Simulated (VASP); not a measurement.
# BN (P6_3/mmc) in VASP: single point with HF

Aim: the single point of BN with HF.

Everything below comes from runs of VASP 6.6.1. Logs are shortened: lines on timing, memory, paths and dates and some standing lists are left out, and cuts for length are marked.

**1. The cell of the first run**

The structure is hexagonal, space group P6_3/mmc (No. 194). Conventional cell: a = 2.501 Å, b = 2.501 Å, c = 6.524 Å, α = 90.00°, β = 90.00°, γ = 120.00°. B (site symmetry -6m2) has 3 N at 1.44 Å within 1.9 Å. Within 1.9 Å of N (site symmetry -6m2) lie 3 B at 1.44 Å.

**2. Single point, HF**

POSCAR

```
BN
1.0
    2.5005826604      0.0000000000      0.0000000000
   -1.2502913302      2.1655681082      0.0000000000
    0.0000000000      0.0000000000      6.5236386365
B N
2 2
Direct
    0.3333333333      0.6666666667      0.2500000000
    0.6666666667      0.3333333333      0.7500000000
    0.3333333333      0.6666666667      0.7500000000
    0.6666666667      0.3333333333      0.2500000000
```

INCAR.step1

```
ALGO = Normal ; EDIFF = 1E-5
ENCUT = 520 ; GGA = PE
ISIF = 2 ; ISMEAR = 0
KPAR = 2 ; LASPH = True
LCHARG = False ; LREAL = False
LWAVE = True ; NBANDS = 16
NELM = 80 ; PREC = Accurate
SIGMA = 0.01
```

INCAR.step2

```
AEXX = 1.0 ; AGGAC = 0.0
ALDAC = 0.0 ; ALGO = Normal
EDIFF = 1E-6 ; ENCUT = 520
GGA = PE ; ISIF = 2
ISMEAR = 0 ; ISTART = 1
KPAR = 2 ; LASPH = True
LCHARG = False ; LHFCALC = True
LREAL = False ; LWAVE = False
NBANDS = 16 ; NELM = 80
PREC = Accurate ; PRECFOCK = Normal
SIGMA = 0.01
```

KPOINTS

```
k-points
0
Gamma
  9 9 4
```

Potentials or basis: VASP PAW PBE potentials, release 64 (B, N).

The run is started by

```
$ cat potpaw_PBE.64/B/POTCAR potpaw_PBE.64/N/POTCAR > POTCAR
$ cp INCAR.step1 INCAR
$ mpirun -np 2 vasp_std > vasp.out
$ cp INCAR.step2 INCAR
$ mpirun -np 2 vasp_std > vasp.out
```

OUTCAR:

```text
AEXX = 1.0
   EDIFF = 1E-6
   ENCUT = 520
   GGA = PE
   ISIF = 2
   ISMEAR = 0
   ISTART = 1
   LASPH = True
   LHFCALC = True
   LREAL = False
   NELM = 80
   PREC = Accurate
   PRECFOCK = Normal

 ion  position               nearest neighbor table
   1  0.333  0.667  0.250-   4 1.44   4 1.44   4 1.44
   2  0.667  0.333  0.750-   3 1.44   3 1.44   3 1.44
   3  0.333  0.667  0.750-   2 1.44   2 1.44   2 1.44
   4  0.667  0.333  0.250-   1 1.44   1 1.44   1 1.44

  LATTYP: Found a hexagonal cell.
 ALAT       =     2.5005826604
 C/A-ratio  =     2.6088474258

  Lattice vectors:

 A1 = (   2.5005826604,   0.0000000000,   0.0000000000)
 A2 = (  -1.2502913302,   2.1655681082,   0.0000000000)
 A3 = (   0.0000000000,   0.0000000000,   6.5236386365)

Analysis of symmetry for initial positions (statically):
=====================================================================
 Subroutine PRICEL returns:
 Original cell was already a primitive cell.

 Routine SETGRP: Setting up the symmetry group for a
 hexagonal supercell.

 Subroutine GETGRP returns: Found 24 space group operations
 (whereof 12 operations were pure point group operations)
 out of a pool of 24 trial point group operations.

The static configuration has the point symmetry D_3d.
 The point group associated with its full space group is D_6h.

Analysis of symmetry for dynamics (positions and initial velocities):
=====================================================================
 Subroutine PRICEL returns:
 Original cell was already a primitive cell.

 Routine SETGRP: Setting up the symmetry group for a
 hexagonal supercell.

 Subroutine GETGRP returns: Found 24 space group operations
 (whereof 12 operations were pure point group operations)
 out of a pool of 24 trial point group operations.

The dynamic configuration has the point symmetry D_3d.
 The point group associated with its full space group is D_6h.

 Subroutine INISYM returns: Found 24 space group operations
 (whereof 12 operations are pure point group operations),
 and found     1 'primitive' translations

----------------------------------------------------------------------------------------

                                     Primitive cell

  volume of cell :      35.3267

[... 100 lines left out ...]
   POTIM  = 0.5000    time-step for ionic-motion
   TEBEG  =    0.0;   TEEND  =   0.0 temperature during run
   PSTRESS=    0.0 pullay stress
   NELECT =      16.0000    total number of electrons
   NUPDOWN=      -1.0000    fix difference up-down
   EMIN   =  10.00;   EMAX   =-10.00  energy-range for DOS
   EFERMI =   0.00;   METHOD = LEGACY
   ISMEAR =     0;   SIGMA  =   0.01  broadening in eV -4-tet -1-fermi 0-gaus
   EFERMI_NEDOS =   21; number of points for ismear=-14 and -15
   IALGO  =     38    algorithm
   IMIX   =      1    mixing-type and parameters
     AMIX     =   0.40;   BMIX     =  1.00
     AMIX_MAG =   1.60;   BMIX_MAG =  1.00
  volume/ion in A,a.u.               =       8.83        59.60
  Fermi-wavevector in a.u.,A,eV,Ry     =   1.257227  2.375815 21.505651  1.580621
  Thomas-Fermi vector in A             =   2.390897
   LORBIT       =      0    0 simple, 1 ext, 2 COOP (PROOUT), +10 PAW based schemes
   GGA     = PE    functional components
   LHFCALC =     T    Hartree Fock is set to
   PRECFOCK=normal    Normal, Fast or Accurate (Low or Medium for compatibility)
   ENCUT4O =  -1.0   cutoff for four orbital integrals eV
   NKREDX  =     1    reduce k-point grid by
   NKREDY  =     1    reduce k-point grid by
   NKREDZ  =     1    reduce k-point grid by
   AEXX    =    1.0000 exact exchange contribution
   HFSCREEN=    0.0000 screening length (either q_TF or 0.3 A-1)
   HFSCREENC=   0.0000 screening length for correlation (either q_TF or 0.3 A-1)
   ENCUTFOCK=  -1.0 apply spherical cutoff to Coloumb kernel
   IVDW    =     0    specifies the selected vdW correction
   LEPSILON=     F    determine dielectric tensor
   LRPA    =     F    only Hartree local field effects (RPA)
 non-spin polarized calculation
 Gauss-broadening in eV      SIGMA  =   0.01
  energy-cutoff  :      520.00
  volume of cell :       35.33
 maximum number of plane-waves:       973
 NGX is ok and might be reduce to    20
  NGX = 14; NGY = 14; NGZ = 40

 number of electron      15.9999997 magnetization

 Free energy of the ion-electron system (eV)
  ---------------------------------------------------
  ext. energy  EPLUGINS =         0.00000000
  ---------------------------------------------------
  free energy    TOTEN  =       -60.63594600 eV

  energy without entropy =      -60.63594600  energy(sigma->0) =      -60.63594600

 E-fermi :  -1.3047     XC(G=0):   0.0000

 val. band max:       -1.3971044845   @ k =   0.3333   0.3333   0.5000
 cond. band min:      12.0471076503   @ k =   0.4444   0.1111   0.0000
 fundamental gap:     13.4442121348
 Fermi energy:        -1.3046826155

 k-point     1 :       0.0000    0.0000    0.0000
  band No.  band energies     occupation
      1     -26.0448      2.00000
      2     -25.6339      2.00000
      3      -9.6956      2.00000
      4      -6.6227      2.00000
      5      -3.5221      2.00000
      6      -3.5221      2.00000
[... 433 lines left out ...]
      3     -11.9231      2.00000
      4     -11.7644      2.00000
      5     -11.3906      2.00000
      6     -11.3906      2.00000
[... 8 lines left out ...]
     15      26.1695      0.00000
     16      27.5697      0.00000

 [... further k-points ...]

------------------------ aborting loop because EDIFF is reached ----------------------------------------

  FORCE on cell =-STRESS in cart. coord.  units (eV):
  Direction    XX          YY          ZZ          XY          YZ          ZX
  --------------------------------------------------------------------------------------
  -------------------------------------------------------------------------------------
  Total       -0.8259784     -0.8259784      1.0986857      0.0000000      0.0000000      0.0000000
  in kB      -37.4607375    -37.4607375     49.8288744      0.0000000      0.0000000      0.0000000
  external PRESSURE =      -8.3642002 kB  Pullay stress =       0.0000000 kB

 VOLUME and BASIS-vectors are now :
 -----------------------------------------------------------------------------
  energy-cutoff  :      520.00
  volume of cell :       35.33
      direct lattice vectors                 reciprocal lattice vectors
     2.500582660  0.000000000  0.000000000     0.399906796  0.230886296  0.000000000
    -1.250291330  2.165568108  0.000000000     0.000000000  0.461772593  0.000000000
     0.000000000  0.000000000  6.523638637     0.000000000  0.000000000  0.153288687

 POSITION                                       TOTAL-FORCE (eV/Angst)
 -----------------------------------------------------------------------------------
     -0.00000      1.44371      1.63091         0.000000     -0.000000     -0.000000
      1.25029      0.72186      4.89273        -0.000000      0.000000      0.000000
     -0.00000      1.44371      4.89273        -0.000000      0.000000      0.000000
      1.25029      0.72186      1.63091         0.000000     -0.000000      0.000000
 -----------------------------------------------------------------------------------
    total drift:                                0.000000      0.000000     -0.000000

  FREE ENERGIE OF THE ION-ELECTRON SYSTEM (eV)
  ---------------------------------------------------
  free  energy   TOTEN  =       -60.6359459963 eV

  energy  without entropy=      -60.6359459963  energy(sigma->0) =      -60.63594600
```

OUTCAR.step1:

```text
EDIFF = 1E-5
   ENCUT = 520
   GGA = PE
   ISIF = 2
[... 689 lines left out ...]
     -0.00000      1.44371      1.63091        -0.000000     -0.000000      0.000000
      1.25029      0.72186      4.89273        -0.000000     -0.000000      0.000000
     -0.00000      1.44371      4.89273         0.000000      0.000000      0.000000
      1.25029      0.72186      1.63091         0.000000     -0.000000      0.000000
 -----------------------------------------------------------------------------------
    total drift:                               -0.000000      0.000000      0.000000

  FREE ENERGIE OF THE ION-ELECTRON SYSTEM (eV)
  ---------------------------------------------------
  free  energy   TOTEN  =       -35.1368419680 eV

  energy  without entropy=      -35.1368419680  energy(sigma->0) =      -35.13684197
```

OSZICAR.step1:

```text
N       E                     dE             d eps       ncg     rms          rms(c)
DAV:   1     0.450948776007E+02    0.45095E+02   -0.78873E+03  1152   0.921E+02
DAV:   2    -0.357984551603E+02   -0.80893E+02   -0.72892E+02  1632   0.218E+02
DAV:   3    -0.386814351995E+02   -0.28830E+01   -0.28736E+01  1480   0.411E+01
DAV:   4    -0.386990497846E+02   -0.17615E-01   -0.17612E-01  1456   0.348E+00
DAV:   5    -0.386992170586E+02   -0.16727E-03   -0.16727E-03  1488   0.326E-01    0.113E+01
DAV:   6    -0.354912252666E+02    0.32080E+01   -0.51400E+00  1472   0.175E+01    0.507E+00
DAV:   7    -0.352131974593E+02    0.27803E+00   -0.57388E-01  1560   0.555E+00    0.317E+00
DAV:   8    -0.351406002175E+02    0.72597E-01   -0.22810E-01  1448   0.322E+00    0.467E-01
DAV:   9    -0.351358644278E+02    0.47358E-02   -0.14662E-02  1368   0.100E+00    0.197E-01
DAV:  10    -0.351367378705E+02   -0.87344E-03   -0.12881E-03  1352   0.274E-01    0.345E-02
DAV:  11    -0.351368306670E+02   -0.92796E-04   -0.94720E-05  1400   0.784E-02    0.249E-02
DAV:  12    -0.351368418298E+02   -0.11163E-04   -0.27438E-05  1304   0.370E-02    0.263E-03
DAV:  13    -0.351368419680E+02   -0.13818E-06   -0.64286E-07   848   0.631E-03
   1 F= -.35136842E+02 E0= -.35136842E+02  d E =-.705611E-22
```

Run time: 36 min. Hardware: 2 MPI ranks of Intel Xeon Platinum 8375C at 2.90GHz (Ice Lake), shared host; peak memory 0.17 GiB.

What came out:

```yaml
Free_energy: -60.6359 eV
Pressure: -0.8 GPa
Band_gap_on_the_k_mesh: 13.44 eV (least direct gap 13.78 eV)
```

Caveat: the stress differs along the axes, from -4 to 5 GPa; the PAW data sets were made with another functional, which shifts forces and pressure a little.
